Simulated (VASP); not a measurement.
# Ge3S (P4/mmm) in VASP: single point with PBE

Aim: the single point of Ge3S with PBE.

All numbers are computed with VASP 6.6.1; they aren't measurements. Logs are shortened: lines on timing, memory, paths and dates and some standing lists are left out, and cuts for length are marked.

### 1 The cell of the first run

Symmetry: P4/mmm, No. 123, tetragonal system. Conventional cell: a = 4.298 Å, b = 4.298 Å, c = 4.172 Å, α = 90.00°, β = 90.00°, γ = 90.00°. Ge (site symmetry 4/mmm) has 8 Ge at 3.00 Å and 4 S at 3.04 Å within 3.9 Å. Within 3.9 Å of Ge (site symmetry mmm) lie 8 Ge at 3.00 to 3.04 Å and 4 S at 3.00 Å. Within 3.9 Å of S (site symmetry 4/mmm) lie 12 Ge at 3.00 to 3.04 Å.

### 2 Single point, PBE

Input file INCAR:

```
PREC = Accurate
ENCUT = 520
EDIFF = 1E-6
ISMEAR = 0
SIGMA = 0.1
LREAL = False
LASPH = True
NELM = 60
ALGO = Normal
ISIF = 2
LWAVE = False
LCHARG = False
GGA = PE
NBANDS = 32
```

Input file KPOINTS:

```
Automatic mesh
0
Gamma
  4 4 4
```

Input file POSCAR:

```
Ge3S
1.0
    4.2981582700      0.0000000000      0.0000000000
    0.0000000000      4.2981582700      0.0000000000
    0.0000000000      0.0000000000      4.1720698700
Ge S
3 1
Direct
    0.5000000000      0.5000000000      0.0000000000
    0.5000000000      0.0000000000      0.5000000000
    0.0000000000      0.5000000000      0.5000000000
    0.0000000000      0.0000000000      0.0000000000
```

Potentials or basis: VASP PAW PBE potentials, release 64 (Ge_d, S).

The run is started by

```sh
cat potpaw_PBE.64/Ge_d/POTCAR potpaw_PBE.64/S/POTCAR > POTCAR
mpirun -np 1 vasp_std > vasp.out
```

OUTCAR:

```text
PREC = Accurate
   ENCUT = 520
   EDIFF = 1E-6
   ISMEAR = 0
   LREAL = False
   LASPH = True
   NELM = 60
   ISIF = 2
   GGA = PE

 ion  position               nearest neighbor table
   1  0.500  0.500  0.000-
   2  0.500  0.000  0.500-
   3  0.000  0.500  0.500-
   4  0.000  0.000  0.000-

  LATTYP: Found a simple tetragonal cell.
 ALAT       =     4.2981582700
 C/A-ratio  =     0.9706645516

  Lattice vectors:

 A1 = (   4.2981582700,   0.0000000000,   0.0000000000)
 A2 = (   0.0000000000,   4.2981582700,   0.0000000000)
 A3 = (   0.0000000000,   0.0000000000,   4.1720698700)

Analysis of symmetry for initial positions (statically):
=====================================================================
 Subroutine PRICEL returns:
 Original cell was already a primitive cell.

 Routine SETGRP: Setting up the symmetry group for a
 simple tetragonal supercell.

 Subroutine GETGRP returns: Found 16 space group operations
 (whereof 16 operations were pure point group operations)
 out of a pool of 16 trial point group operations.

The static configuration has the point symmetry D_4h.

Analysis of symmetry for dynamics (positions and initial velocities):
=====================================================================
 Subroutine PRICEL returns:
 Original cell was already a primitive cell.

 Routine SETGRP: Setting up the symmetry group for a
 simple tetragonal supercell.

 Subroutine GETGRP returns: Found 16 space group operations
 (whereof 16 operations were pure point group operations)
 out of a pool of 16 trial point group operations.

The dynamic configuration has the point symmetry D_4h.

 Subroutine INISYM returns: Found 16 space group operations
 (whereof 16 operations are pure point group operations),
 and found     1 'primitive' translations

----------------------------------------------------------------------------------------

                                     Primitive cell

  volume of cell :      77.0755

  direct lattice vectors                    reciprocal lattice vectors
     4.298158270  0.000000000  0.000000000     0.232657789  0.000000000  0.000000000
     0.000000000  4.298158270  0.000000000     0.000000000  0.232657789  0.000000000
     0.000000000  0.000000000  4.172069870     0.000000000  0.000000000  0.239689179

  length of vectors
     4.298158270  4.298158270  4.172069870     0.232657789  0.232657789  0.239689179

  position of ions in fractional coordinates (direct lattice)
     0.500000000  0.500000000  0.000000000
     0.500000000  0.000000000  0.500000000
     0.000000000  0.500000000  0.500000000
     0.000000000  0.000000000  0.000000000

  ion indices of the primitive-cell ions
   primitive index   ion index
                 1           1
                 2           2
                 3           3
                 4           4

----------------------------------------------------------------------------------------

 KPOINTS: Automatic mesh

Automatic generation of k-mesh.
 Grid dimensions read from file:
 generate k-points for:    4    4    4

 Generating k-lattice:

  Cartesian coordinates                     Fractional coordinates (reciprocal lattice)
     0.058164447  0.000000000  0.000000000     0.250000000  0.000000000  0.000000000
     0.000000000  0.058164447  0.000000000     0.000000000  0.250000000  0.000000000
     0.000000000  0.000000000  0.059922295     0.000000000  0.000000000  0.250000000

  Length of vectors
     0.058164447  0.058164447  0.059922295

  Shift w.r.t. Gamma in fractional coordinates (k-lattice)
     0.000000000  0.000000000  0.000000000

 Subroutine IBZKPT returns following result:
 ===========================================

 Found     18 irreducible k-points:

 Following reciprocal coordinates:
            Coordinates               Weight
  0.000000  0.000000  0.000000      1.000000
  0.250000  0.000000  0.000000      4.000000
  0.500000  0.000000  0.000000      2.000000
  0.250000  0.250000  0.000000      4.000000
  0.500000  0.250000  0.000000      4.000000
  0.500000  0.500000  0.000000      1.000000
[... 10 lines left out ...]
  0.500000  0.250000  0.500000      4.000000
  0.500000  0.500000  0.500000      1.000000
   k-points           NKPTS =     18   k-points in BZ     NKDIM =     18   number of bands    NBANDS=     32
   number of dos      NEDOS =    301   number of ions     NIONS =      4
   total plane-waves  NPLWV =  32768
   dimension x,y,z NGX =    32 NGY =   32 NGZ =   32
   dimension x,y,z NGXF=    64 NGYF=   64 NGZF=   64
   ions per type =               3   1
   NGX,Y,Z   is equivalent  to a cutoff of  12.38, 12.38, 12.75 a.u.
   NGXF,Y,Z  is equivalent  to a cutoff of  24.75, 24.75, 25.50 a.u.
 SYSTEM =  unknown system
   PREC   = accura    normal or accurate (medium, high low for compatibility)
   ISTART =      0    job   : 0-new  1-cont  2-samecut
   ICHARG =      2    charge: 1-file 2-atom 10-const
   ISPIN  =      1    spin polarized calculation?
   LNONCOLLINEAR =      F non collinear calculations
   LSORBIT =      F    spin-orbit coupling
   LASPH  =      T    aspherical Exc in radial PAW
   ENCUT  =  520.0 eV  38.22 Ry    6.18 a.u.   7.99  7.99  7.76*2*pi/ulx,y,z
   NELM   =     60;   NELMIN=  2; NELMDL= -5     # of ELM steps
   EDIFF  = 0.1E-05   stopping-criterion for ELM
   LREAL  =      F    real-space projection
   EDIFFG = 0.1E-04   stopping-criterion for IOM
   NSW    =      0    number of steps for IOM
   IBRION =     -1    ionic relax: 0-MD 1-quasi-New 2-CG
   NFREE  =      0    steps in history (QN), initial steepest desc. (CG)
   ISIF   =      2    stress and relaxation
   ISYM   =      2    0-nonsym 1-usesym 2-fastsym
   POTIM  = 0.5000    time-step for ionic-motion
   TEBEG  =    0.0;   TEEND  =   0.0 temperature during run
   PSTRESS=    0.0 pullay stress
   NELECT =      48.0000    total number of electrons
   NUPDOWN=      -1.0000    fix difference up-down
   EMIN   =  10.00;   EMAX   =-10.00  energy-range for DOS
   EFERMI =   0.00;   METHOD = LEGACY
   ISMEAR =     0;   SIGMA  =   0.10  broadening in eV -4-tet -1-fermi 0-gaus
   EFERMI_NEDOS =   21; number of points for ismear=-14 and -15
   IALGO  =     38    algorithm
   IMIX   =      4    mixing-type and parameters
     AMIX     =   0.40;   BMIX     =  1.00
     AMIX_MAG =   1.60;   BMIX_MAG =  1.00
  volume/ion in A,a.u.               =      19.27       130.03
  Fermi-wavevector in a.u.,A,eV,Ry     =   1.398030  2.641893 26.592417  1.954488
  Thomas-Fermi vector in A             =   2.521228
   LORBIT       =      0    0 simple, 1 ext, 2 COOP (PROOUT), +10 PAW based schemes
   GGA     = PE    functional components
   LHFCALC =     F    Hartree Fock is set to
   AEXX    =    0.0000 exact exchange contribution
   IVDW    =     0    specifies the selected vdW correction
   LEPSILON=     F    determine dielectric tensor
   LRPA    =     F    only Hartree local field effects (RPA)
 non-spin polarized calculation
 Gauss-broadening in eV      SIGMA  =   0.10
  energy-cutoff  :      520.00
  volume of cell :       77.08
 maximum number of plane-waves:      2088
 NGX is ok and might be reduce to    32
   NGX = 15   NGY = 15   NGZ = 15

 number of electron      47.9999973 magnetization

 Free energy of the ion-electron system (eV)
  ---------------------------------------------------
  ext. energy  EPLUGINS =         0.00000000
  ---------------------------------------------------
  free energy    TOTEN  =       -16.15108770 eV

  energy without entropy =      -16.13574257  energy(sigma->0) =      -16.14341513

 E-fermi :   6.4943     XC(G=0): -10.9381

 val. band max:        6.4873783838   @ k =   0.5000   0.0000   0.5000
 cond. band min:       6.5067621686   @ k =   0.2500   0.0000   0.5000
 fundamental gap:      0.0193837848
 Fermi energy:         6.4942911805

 k-point     1 :       0.0000    0.0000    0.0000
  band No.  band energies     occupation
      1     -18.5112      2.00000
      2     -18.5011      2.00000
      3     -18.5011      2.00000
      4     -18.4996      2.00000
      5     -18.4948      2.00000
      6     -18.4659      2.00000
[... 24 lines left out ...]
     31      12.5748      0.00000
     32      12.7676      0.00000

 k-point     2 :       0.2500    0.0000    0.0000
  band No.  band energies     occupation
      1     -18.5049      2.00000
      2     -18.4960      2.00000
      3     -18.4926      2.00000
      4     -18.4911      2.00000
      5     -18.4834      2.00000
      6     -18.4709      2.00000
[... 24 lines left out ...]
     31      12.4677      0.00000
     32      13.1097      0.00000

 k-point     3 :       0.5000    0.0000    0.0000
  band No.  band energies     occupation
      1     -18.4991      2.00000
      2     -18.4883      2.00000
      3     -18.4857      2.00000
      4     -18.4844      2.00000
      5     -18.4811      2.00000
      6     -18.4535      2.00000
[... 24 lines left out ...]
     31      11.2877      0.00000
     32      14.2764      0.00000

 k-point     4 :       0.2500    0.2500    0.0000
  band No.  band energies     occupation
      1     -18.5040      2.00000
      2     -18.4943      2.00000
      3     -18.4926      2.00000
      4     -18.4804      2.00000
      5     -18.4686      2.00000
      6     -18.4683      2.00000
[... 24 lines left out ...]
     31      13.1346      0.00000
     32      13.3714      0.00000

 k-point     5 :       0.5000    0.2500    0.0000
  band No.  band energies     occupation
      1     -18.4987      2.00000
      2     -18.4941      2.00000
      3     -18.4931      2.00000
      4     -18.4717      2.00000
      5     -18.4702      2.00000
      6     -18.4484      2.00000
[... 374 lines left out ...]
     31      12.8612      0.00000
     32      15.6091      0.00000

 k-point    16 :       0.2500    0.2500    0.5000
  band No.  band energies     occupation
      1     -18.5035      2.00000
      2     -18.4981      2.00000
      3     -18.4808      2.00000
      4     -18.4775      2.00000
      5     -18.4691      2.00000
      6     -18.4684      2.00000
[... 24 lines left out ...]
     31      11.6696      0.00000
     32      15.7410      0.00000

 k-point    17 :       0.5000    0.2500    0.5000
  band No.  band energies     occupation
      1     -18.5033      2.00000
      2     -18.4979      2.00000
      3     -18.4929      2.00000
      4     -18.4774      2.00000
      5     -18.4723      2.00000
      6     -18.4524      2.00000
[... 24 lines left out ...]
     31      13.0668      0.00000
     32      16.0479      0.00000

 k-point    18 :       0.5000    0.5000    0.5000
  band No.  band energies     occupation
      1     -18.5107      2.00000
      2     -18.5005      2.00000
      3     -18.5005      2.00000
      4     -18.4802      2.00000
      5     -18.4676      2.00000
      6     -18.4601      2.00000
[... 24 lines left out ...]
     31      13.4420      0.00000
     32      15.4308      0.00000

------------------------ aborting loop because EDIFF is reached ----------------------------------------

  FORCE on cell =-STRESS in cart. coord.  units (eV):
  Direction    XX          YY          ZZ          XY          YZ          ZX
  --------------------------------------------------------------------------------------
  -------------------------------------------------------------------------------------
  Total        0.0427615      0.0427615     -0.1213028      0.0000000      0.0000000      0.0000000
  in kB        0.8888873      0.8888873     -2.5215349      0.0000000      0.0000000      0.0000000
  external PRESSURE =      -0.2479201 kB  Pullay stress =       0.0000000 kB

 VOLUME and BASIS-vectors are now :
 -----------------------------------------------------------------------------
  energy-cutoff  :      520.00
  volume of cell :       77.08
      direct lattice vectors                 reciprocal lattice vectors
     4.298158270  0.000000000  0.000000000     0.232657789  0.000000000  0.000000000
     0.000000000  4.298158270  0.000000000     0.000000000  0.232657789  0.000000000
     0.000000000  0.000000000  4.172069870     0.000000000  0.000000000  0.239689179

 POSITION                                       TOTAL-FORCE (eV/Angst)
 -----------------------------------------------------------------------------------
      2.14908      2.14908      0.00000         0.000000      0.000000      0.000000
      2.14908      0.00000      2.08603         0.000000      0.000000      0.000000
      0.00000      2.14908      2.08603         0.000000      0.000000      0.000000
      0.00000      0.00000      0.00000         0.000000      0.000000      0.000000
 -----------------------------------------------------------------------------------
    total drift:                                0.000000     -0.000000     -0.000000

  FREE ENERGIE OF THE ION-ELECTRON SYSTEM (eV)
  ---------------------------------------------------
  free  energy   TOTEN  =       -16.1510876999 eV

  energy  without entropy=      -16.1357425682  energy(sigma->0) =      -16.14341513
```

Run time: 21 s. Hardware: 1 thread of Intel Xeon Platinum 8488C (Sapphire Rapids), shared host; peak memory 0.19 GiB.

What came out:

```
Free energy            : -16.1511 eV
Pressure               : 0.0 GPa
Band gap on the k mesh : zero (band 24 reaches 8.84 eV, above the bottom of band 25 at 6.07 eV)
```

Caveat: the k points lie up to 0.38 Å⁻¹ apart.
